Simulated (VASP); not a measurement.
Write the native input for VASP 6.6.1 that does the following.

```
Task                   : relaxation of cell and atoms
Functional             : PBEsol
Potentials or basis    : VASP PAW PBE potentials, release 64 (Mg, O)
Cutoff                 : 600 eV
k mesh                 : 10 × 10 × 10
Occupations            : gaussian, width 0.02 eV
Spin                   : no spin polarisation
Target pressure        : 12 GPa
Dipole correction      : no
Further INCAR settings : ALGO = Normal; EDIFF = 1e-07; IBRION = 2; EDIFFG = -0.002; NSW = 100; ISIF = 3
```

The structure of MgO (pbesol) lies in POSCAR:

```
MgO
1.0
    0.0000000000      2.1085000000      2.1085000000
    2.1085000000      0.0000000000      2.1085000000
    2.1085000000      2.1085000000      0.0000000000
Mg O
1 1
Direct
    0.0000000000      0.0000000000      0.0000000000
    0.5000000000      0.5000000000      0.5000000000
```

One way to write it, as run:

INCAR

```
PREC = Accurate
ENCUT = 600
EDIFF = 1E-7
ISMEAR = 0
SIGMA = 0.02
LREAL = False
LASPH = True
NELM = 120
ALGO = Normal
ISIF = 3
LWAVE = False
LCHARG = False
GGA = PS
IBRION = 2
NSW = 100
EDIFFG = -0.002
PSTRESS = 120.0
GGA_COMPAT = False
NELMIN = 4
```

KPOINTS

```
regular mesh
0
Gamma
  10 10 10
```

Potentials or basis: VASP PAW PBE potentials, release 64 (Mg, O).

Run with:

```sh
$ cat potpaw_PBE.64/Mg/POTCAR potpaw_PBE.64/O/POTCAR > POTCAR
$ mpirun -np 1 vasp_std > vasp.out
```

It gave:

```yaml
Relaxed_volume: 8.73 Å³/atom
Relaxed_cell: a = 2.912 Å, b = 2.912 Å, c = 2.912 Å, α = 60.00°, β = 60.00°, γ = 60.00°
Space_group_after_relaxing_to_0.05_Å: Fm-3m (No. 225)
Energy_change_on_relaxing_the_enthalpy_is_what_falls: +20.5 meV/atom
Ionic_steps: 3
Pressure_after_relaxing: 12.0 GPa
Band_gap_on_the_k_mesh: 5.32 eV, direct
```

Caveat: the cell is relaxed towards a set pressure, so the enthalpy falls and the energy may rise; the PAW data sets were made with another functional, which shifts forces and pressure a little.

It took 7.5 s on 1 thread of Intel(R) Xeon(R) 6975P-C (Granite Rapids), on a shared host, peak memory 0.15 GiB.
